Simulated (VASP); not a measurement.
Here is a VASP 6.6.1 calculation.

Contents of INCAR:

```
PREC = Accurate ; ENCUT = 520
EDIFF = 1E-6 ; ISMEAR = -1
SIGMA = 0.05 ; LREAL = Auto
LASPH = True ; NELM = 150
ALGO = Normal ; ISIF = 2
LWAVE = False ; LCHARG = False
ISPIN = 2 ; MAGMOM = 0 0 0 0 0 0 0 0 0 0 0 0 0 0 0 0 0 0 0 0 0 0 0 0 1
LORBIT = 11 ; GGA = PE
NBANDS = 73
```

The input KPOINTS:

```
Automatic mesh
0
Gamma
  2 2 1
```

POSCAR

```
Mg12O13
1.0
    6.2866040000      0.0000000000      0.0000000000
    3.1433020000      5.4443580000      0.0000000000
    0.0000000000      0.0000000000     17.4162380000
Mg O
12 13
Direct
    0.0000000000      0.0000000000      0.0574176811
    0.0000058657      0.5000038572      0.0574176811
    0.4999996819      0.0000000000      0.0574176811
    0.5000055476      0.5000038572      0.0574176811
    0.6511710415      0.6842312721      0.2087477215
    0.6765427826      0.1608637786      0.2142598189
    0.1828114213      0.6640268697      0.2033332342
    0.1647887773      0.1850723263      0.2161086682
    0.3844856481      0.2970414510      0.3902277863
    0.3061314562      0.8530115029      0.3465846068
    0.8551891546      0.3170438094      0.3351757136
    0.8882367145      0.8266172063      0.3396313257
    0.3333375952      0.8333397620      0.1310960496
    0.3333317295      0.3333359048      0.1310960496
    0.8333372771      0.8333397620      0.1310960496
    0.8333314113      0.3333359048      0.1310960496
    0.9758440541      0.5245613900      0.2663663645
    0.9987853588     -0.0060980560      0.2649998237
    0.5204508396      0.5030161499      0.2705750806
    0.4855283062      0.0094409662      0.2730382991
    0.7288191264      0.1334592619      0.3994548076
    0.6916974586      0.6575798285      0.4255109513
    0.1596742312      0.1698822892      0.3934202093
    0.2132234545      0.6409020127      0.3926565542
    0.7166501569      0.6532634334      0.4993213804
```

Potentials or basis: VASP PAW PBE potentials, release 64 (Mg, O).

The run is started by

```sh
$ cat potpaw_PBE.64/Mg/POTCAR potpaw_PBE.64/O/POTCAR > POTCAR
$ mpirun -np 1 vasp_std > vasp.out
```

Problem. Estimate the net moment.

Solution. -0.07 μB per cell.

Problem. Estimate the largest force.

Solution. 1.845 eV/Å.

Forces in eV/Å, atoms in the order of the input:
```
Mg   0.006  0.123  1.836
Mg  -0.080 -0.044  1.843
Mg   0.007  0.062  1.791
Mg   0.100 -0.114  1.710
Mg   0.414 -0.079 -0.302
Mg  -0.950  0.585 -0.782
Mg  -0.380 -0.365  0.408
Mg   0.284  0.129 -0.901
Mg  -0.604 -0.135  0.044
Mg   1.029 -0.333 -0.026
Mg  -0.532  0.468  1.415
Mg  -0.696 -0.659  1.135
O    0.078 -0.127 -1.532
O    0.070  0.132 -1.320
O   -0.045  0.140 -1.705
O   -0.049 -0.009 -1.740
O   -0.144 -0.020 -0.160
O    1.092  0.105 -0.498
O   -0.013  0.081 -0.498
O    0.497 -0.633 -0.316
O    0.130 -0.125 -0.331
O    0.204  0.079  1.223
O    0.403  0.191  0.101
O   -0.576  0.521  0.126
O   -0.244  0.028 -1.520
```

Caveat: the k points lie up to 0.58 Å⁻¹ apart; the atoms stand as in a frame of molecular dynamics; there is no dipole correction, which matters where the two faces differ.
